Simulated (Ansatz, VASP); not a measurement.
SnTe: VASP beside Ansatz

Contents of INCAR:

```
SYSTEM = SnTe
PREC = Accurate ; ENCUT = 520
EDIFF = 1E-6 ; ISMEAR = -1
SIGMA = 0.08 ; LREAL = .FALSE.
LASPH = .TRUE. ; NELM = 80
ALGO = Normal ; ISIF = 2
LWAVE = .FALSE. ; LCHARG = .TRUE.
GGA = PS ; LELF = .TRUE.
LVHAR = .TRUE. ; NBANDS = 17
```

Contents of KPOINTS:

```
Automatic mesh
0
G
  11 11 11
  0 0 0
```

The input POSCAR:

```
SnTe
1.0
    0.0000000000      3.1353147979      3.1353147979
    3.1353147979      0.0000000000      3.1353147979
    3.1353147979      3.1353147979      0.0000000000
Sn Te
1 1
Direct
    0.0000000000      0.0000000000      0.0000000000
    0.5000000000      0.5000000000      0.5000000000
```

Input for Ansatz:

```yaml
crystal:
  lattice:
    - [0.0, 3.1353147979, 3.1353147979]
    - [3.1353147979, 0.0, 3.1353147979]
    - [3.1353147979, 3.1353147979, 0.0]
  atoms:
    - { symbol: Sn, position: [0.0, 0.0, 0.0] }
    - { symbol: Te, position: [0.5, 0.5, 0.5] }
kpoints:
  mp_grid: { grid: [11, 11, 11] }
  band_path:
    path:
      - [0.0, 0.0, 0.0]
      - [0.5, 0.0, 0.5]
      - [0.625, 0.25, 0.625]
      - [0.375, 0.375, 0.75]
      - [0.0, 0.0, 0.0]
      - [0.5, 0.5, 0.5]
      - [0.5, 0.25, 0.75]
      - [0.5, 0.0, 0.5]
    npoints: 5
scf:
  occupations: { method: fermi_dirac, width: 0.08 }
hamiltonian:
  xc: pbesol
  pseudopotentials: { kind: all_electron, lapw: { basis_error: 0.00025 } }
output:
  forces: true
  stress: true
  eigenvalues: true
```

Change from the starting cell: volume scaled by 0.98.

Alike in both runs: task single point; functional PBEsol; k mesh 11 × 11 × 11; occupations fermi-dirac, width 0.08 eV; no spin polarisation.

```csv
,VASP,Ansatz
version,VASP 6.6.1,Ansatz 0.2.0
potentials or method,"VASP PAW PBE potentials, release 64 (Sn_d, Te), cutoff 520 eV","all-electron LAPW, scalar-relativistic"
```

```tsv
	VASP	Ansatz	Ansatz less VASP
pressure (GPa)	0.4	0.4	+0.02
```

VASP's potentials were made for PBE, not for PBEsol. Ansatz ran all-electron here, and VASP with PAW potentials.

Neither program's run includes spin-orbit coupling.
